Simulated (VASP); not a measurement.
# Ru (P6_3/mmc) in VASP: notebook, part 2 of 2

VASP 6.6.1. Earlier steps stand in the parts before.

## (3) Relaxation of cell and atoms, PBE+D3(BJ)

This run uses another cell than the first one, of 13.57 Å³/atom.

File INCAR:

```
PREC = Accurate ; ENCUT = 600
EDIFF = 1E-6 ; ISMEAR = 0
SIGMA = 0.1 ; LREAL = F
LASPH = T ; NELM = 80
ALGO = Normal ; ISIF = 3
LWAVE = F ; LCHARG = F
GGA = PE ; IVDW = 12
IBRION = 2 ; NSW = 100
EDIFFG = -0.005
```

File KPOINTS:

```
Automatic mesh
0
Gamma
  18 18 10
```

File POSCAR:

```
Ru
1.0
    2.7057993342      0.0000000000      0.0000000000
   -1.3528996671      2.3432909610      0.0000000000
    0.0000000000      0.0000000000      4.2819000000
Ru
2
Direct
    0.3333333333      0.6666666667      0.2500000000
    0.6666666667      0.3333333333      0.7500000000
```

Potentials or basis: VASP PAW PBE potentials, release 64 (Ru_pv).

Command:

```
> cat potpaw_PBE.64/Ru_pv/POTCAR > POTCAR
> mpirun -np 1 vasp_std > vasp.out
```

OUTCAR:

```text
PREC = Accurate
   ENCUT = 600
   EDIFF = 1E-6
   ISMEAR = 0
   LREAL = F
   LASPH = T
   NELM = 80
   ISIF = 3
   GGA = PE
   IVDW = 12
   IBRION = 2
   NSW = 100
   EDIFFG = -0.005
 IVDW          = 12

 ion  position               nearest neighbor table
   1  0.333  0.667  0.250-   2 2.65   2 2.65   2 2.65   2 2.65   2 2.65   2 2.65
   2  0.667  0.333  0.750-   1 2.65   1 2.65   1 2.65   1 2.65   1 2.65   1 2.65

  LATTYP: Found a hexagonal cell.
 ALAT       =     2.7057993342
 C/A-ratio  =     1.5824898565

  Lattice vectors:

 A1 = (   2.7057993342,   0.0000000000,   0.0000000000)
 A2 = (  -1.3528996671,   2.3432909610,   0.0000000000)
 A3 = (   0.0000000000,   0.0000000000,   4.2819000000)

Analysis of symmetry for initial positions (statically):
=====================================================================
 Subroutine PRICEL returns:
 Original cell was already a primitive cell.

 Routine SETGRP: Setting up the symmetry group for a
 hexagonal supercell.

 Subroutine GETGRP returns: Found 24 space group operations
 (whereof 12 operations were pure point group operations)
 out of a pool of 24 trial point group operations.

The static configuration has the point symmetry D_3d.
 The point group associated with its full space group is D_6h.

Analysis of symmetry for dynamics (positions and initial velocities):
=====================================================================
 Subroutine PRICEL returns:
 Original cell was already a primitive cell.

 Routine SETGRP: Setting up the symmetry group for a
 hexagonal supercell.

 Subroutine GETGRP returns: Found 24 space group operations
 (whereof 12 operations were pure point group operations)
 out of a pool of 24 trial point group operations.

The dynamic configuration has the point symmetry D_3d.
 The point group associated with its full space group is D_6h.

 Subroutine INISYM returns: Found 24 space group operations
 (whereof 12 operations are pure point group operations),
 and found     1 'primitive' translations

----------------------------------------------------------------------------------------

[... 98 lines left out ...]
   ISIF   =      3    stress and relaxation
   ISYM   =      2    0-nonsym 1-usesym 2-fastsym
   POTIM  = 0.5000    time-step for ionic-motion
   TEBEG  =    0.0;   TEEND  =   0.0 temperature during run
   PSTRESS=    0.0 pullay stress
   NELECT =      28.0000    total number of electrons
   NUPDOWN=      -1.0000    fix difference up-down
   EMIN   =  10.00;   EMAX   =-10.00  energy-range for DOS
   EFERMI =   0.00;   METHOD = LEGACY
   ISMEAR =     0;   SIGMA  =   0.10  broadening in eV -4-tet -1-fermi 0-gaus
   EFERMI_NEDOS =   21; number of points for ismear=-14 and -15
   IALGO  =     38    algorithm
   IMIX   =      4    mixing-type and parameters
     AMIX     =   0.40;   BMIX     =  1.00
     AMIX_MAG =   1.60;   BMIX_MAG =  1.00
  volume/ion in A,a.u.               =      13.57        91.61
  Fermi-wavevector in a.u.,A,eV,Ry     =   1.654022  3.125649 37.222686  2.735790
  Thomas-Fermi vector in A             =   2.742361
   LORBIT       =      0    0 simple, 1 ext, 2 COOP (PROOUT), +10 PAW based schemes
   GGA     = PE    functional components
   LHFCALC =     F    Hartree Fock is set to
   AEXX    =    0.0000 exact exchange contribution
   IVDW    =    12    specifies the selected vdW correction
   LEPSILON=     F    determine dielectric tensor
   LRPA    =     F    only Hartree local field effects (RPA)
 conjugate gradient relaxation of ions
 non-spin polarized calculation
 Gauss-broadening in eV      SIGMA  =   0.10
  energy-cutoff  :      600.00
  volume of cell :       27.15
 maximum number of plane-waves:       935
 NGX is ok and might be reduce to    24
   NGX = 11   NGY = 11   NGZ = 17

--------------------------------------- Ionic step        1  -------------------------------------------

 number of electron      28.0000002 magnetization

 Free energy of the ion-electron system (eV)
  ---------------------------------------------------
  ext. energy  EPLUGINS =         0.00000000
  ---------------------------------------------------
  free energy    TOTEN  =       -18.46672379 eV

  energy without entropy =      -18.45762887  energy(sigma->0) =      -18.46217633

------------------------ aborting loop because EDIFF is reached ----------------------------------------

 Edisp (eV)   -1.24839

 E8    (eV) :    -0.5695
[... 111 lines left out ...]
--------------------------------------- Ionic step        4  -------------------------------------------

 number of electron      27.9999999 magnetization

 Free energy of the ion-electron system (eV)
  ---------------------------------------------------
  ext. energy  EPLUGINS =         0.00000000
  ---------------------------------------------------
  free energy    TOTEN  =       -18.45622517 eV

  energy without entropy =      -18.44724855  energy(sigma->0) =      -18.45173686

 E-fermi :  13.0252     XC(G=0): -14.1841

 val. band max:       13.0238468476   @ k =   0.1667   0.1111   0.3000
 cond. band min:      13.0343709821   @ k =   0.0000   0.0000   0.2000
 fundamental gap:      0.0105241345
 Fermi energy:        13.0251677351

 k-point     1 :       0.0000    0.0000    0.0000
  band No.  band energies     occupation
      1     -30.6577      2.00000
      2     -29.6912      2.00000
      3     -29.6912      2.00000
      4     -29.5151      2.00000
      5     -29.5151      2.00000
      6     -29.4733      2.00000
[... 481 lines left out ...]
      5     -29.7735      2.00000
      6     -29.6936      2.00000
[... 10 lines left out ...]
     17      16.8410      0.00000
     18      20.5272      0.00000

 [... further k-points ...]

------------------------ aborting loop because EDIFF is reached ----------------------------------------

 Edisp (eV)   -1.26179

 E8    (eV) :    -0.5757
[... 25 lines left out ...]
  FREE ENERGIE OF THE ION-ELECTRON SYSTEM (eV)
  ---------------------------------------------------
  free  energy   TOTEN  =       -19.7180167159 eV

  energy  without entropy=      -19.7090400983  energy(sigma->0) =      -19.71352841

 reached required accuracy - stopping structural energy minimisation
```

Run time: 83 s. Hardware: 1 thread of Intel Xeon 6975P-C (Granite Rapids), shared host; peak memory 0.26 GiB.

What came out:

```yaml
Free_energy: -19.7180 eV
Relaxed_volume: 13.44 Å³/atom
Relaxed_cell: a = 2.697 Å, b = 2.697 Å, c = 4.266 Å, α = 90.00°, β = 90.00°, γ = 120.00°
Space_group_after_relaxing_to_0.1_Å: P6_3/mmc (No. 194)
Energy_gained_by_relaxing: 1.4 meV/atom
Ionic_steps: 4
Pressure_after_relaxing: 0.0 GPa
Band_gap_on_the_k_mesh: zero (bands 14 and 15 overlap by 3.18 eV)
Dispersion_energy_per_atom: -0.631 eV
```

The path:
| step | energy change (eV) | largest force (eV/Å) | pressure (GPa) | volume (Å³) |
| --- | --- | --- | --- | --- |
| 1 | 0.0000 | 0.0000 | -3.32 | 27.15 |
| 2 | 0.0249 | 0.0000 | 11.23 | 26.06 |
| 3 | -0.0029 | 0.0000 | -0.04 | 26.88 |
| 4 | -0.0029 | 0.0000 | 0.02 | 26.87 |

Final structure:
```yaml
crystal:
  lattice:
    - [2.69704, 0.00000, 0.00000]
    - [-1.34852, 2.33570, 0.00000]
    - [0.00000, 0.00000, 4.26582]
  atoms:
    - { symbol: Ru, position: [0.33333, 0.66667, 0.25000] }
    - { symbol: Ru, position: [0.66667, 0.33333, 0.75000] }
```

Levels at points of the mesh, in eV from the Fermi level:
```
           k point  band 10  band 11  band 12  band 13  band 14  band 15  band 16  band 17  band 18
(0.00, 0.00, 0.00)    -2.63    -2.44    -1.93    -1.93    -1.41    -1.41     1.21     1.21     1.32
(0.50, 0.00, 0.00)    -3.06    -2.09    -1.80    -1.53     1.46     1.88     1.96     4.13     6.21
(0.00, 0.00, 0.50)    -2.80    -2.80    -2.80    -2.73    -2.73     0.56     0.56     0.56     0.56
(0.50, 0.00, 0.50)    -4.59    -1.07    -1.07     0.46     0.46     1.72     1.72     3.44     3.44
```
